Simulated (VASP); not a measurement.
Crystal: Fe.

```
CELL_PARAMETERS angstrom
-1.43332 1.43332 1.43332
1.43332 -1.43332 1.43332
1.43332 1.43332 -1.43332
ATOMIC_POSITIONS crystal
Fe 0.00000 0.00000 0.00000
```

Base run:

```yaml
Program: VASP 6.6.1
Functional: b88 exchange, pbe correlation
Potentials_or_basis: VASP PAW PBE potentials, release 64 (Fe)
Cutoff: 600 eV
k_mesh: 13 × 13 × 13
Occupations: fermi-dirac, width 0.05 eV
Spin: collinear spin, ferromagnetic start
Starting_moments: "[3.0] μB"
```

Its results: pressure -7.7 GPa; net moment 2.20 μB per cell; site moments Fe +2.21 μB.

Problem. The run is repeated on the same cell with these changes: functional from b88 exchange, pbe correlation to r2SCAN; cutoff from 600 eV to 520 eV; dispersion from none to D4. What comes out?

Solution. Pressure -1.9 GPa; net moment 2.65 μB per cell; site moments Fe +2.72 μB.

Several settings changed at once.

Caveats: the PAW data sets were made with another functional, which shifts forces and pressure a little; the cell stands under tension (at least some runs).
